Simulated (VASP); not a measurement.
Input of a VASP 6.6.1 run:

INCAR

```
SYSTEM = Pt
ALGO = Normal ; DIPOL = 0.5 0.5 0.500
EDIFF = 1E-7 ; ENCUT = 520
GGA = CA ; IDIPOL = 3
ISIF = 2 ; ISMEAR = -1
LASPH = .TRUE. ; LCHARG = .FALSE.
LDIPOL = .TRUE. ; LREAL = .FALSE.
LWAVE = .FALSE. ; NBANDS = 33
NELM = 80 ; PREC = Accurate
SIGMA = 0.1
```

Contents of KPOINTS:

```
k-points
0
G
  13 13 1
  0 0 0
```

File POSCAR:

```
Pt
1.0
    2.7543088548      0.0000000000      0.0000000000
    0.0000000000      2.7543088548      0.0000000000
    0.0000000000      0.0000000000     29.6637000000
Pt
5
Direct
    0.0000000000      0.0000000000      0.3708234883
    0.5000000000      0.5000000000      0.4346607399
    0.0000000000      0.0000000000      0.4999999998
    0.5000000000      0.5000000000      0.5653392598
    0.0000000000      0.0000000000      0.6291765117
```

Potentials or basis: VASP PAW LDA potentials, release 64 (Pt).

Command:

```sh
$ cat potpaw_LDA.64/Pt/POTCAR > POTCAR
$ mpirun -np 1 vasp_std > vasp.out
```

(1) Predict the largest force.

(2) Predict the band gap on the k mesh.

Results:

(1) 0.045 eV/Å.

(2) zero (bands 25 and 26 overlap by 1.42 eV).

Caveat: spin-orbit coupling is left out, which moves the levels of the heavy elements.
